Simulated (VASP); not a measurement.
Na2S:

```
S Na
1.0
     0.00000    3.25543    3.25543
     3.25543    0.00000    3.25543
     3.25543    3.25543    0.00000
S Na
1 2
Direct
  0.00000 0.00000 0.00000
  0.25000 0.25000 0.25000
  0.75000 0.75000 0.75000
```

Base run:

| Quantity | Value |
| --- | --- |
| Program | VASP 6.6.1 |
| Functional | HSE06 |
| Potentials or basis | VASP PAW PBE potentials, release 64 (S, Na_pv) |
| Cutoff | 400 eV |
| k mesh | 4 × 4 × 4 |
| Occupations | gaussian, width 0.01 eV |
| Spin | no spin polarisation |

Its results: band gap on the k mesh 3.52 eV, direct; pressure 0.0 GPa.

**Question.** After a change of settings the same cell gave: band gap on the k mesh 2.53 eV, direct; pressure 0.9 GPa. Which change was it?
A. functional from HSE06 to LDA; potentials or basis from VASP PAW PBE potentials, release 64 (S, Na_pv) to VASP PAW LDA potentials, release 64 (S, Na_pv); cutoff from 400 eV to 500 eV
B. functional from HSE06 to r2SCAN; cutoff from 400 eV to 550 eV
C. functional from HSE06 to PBE; cutoff from 400 eV to 500 eV

**Answer.** C.

HSE06 gives the wider gap, since exact exchange removes part of the self-interaction.

Caveats: the PAW data sets were made with another functional, which shifts forces and pressure a little (some runs).
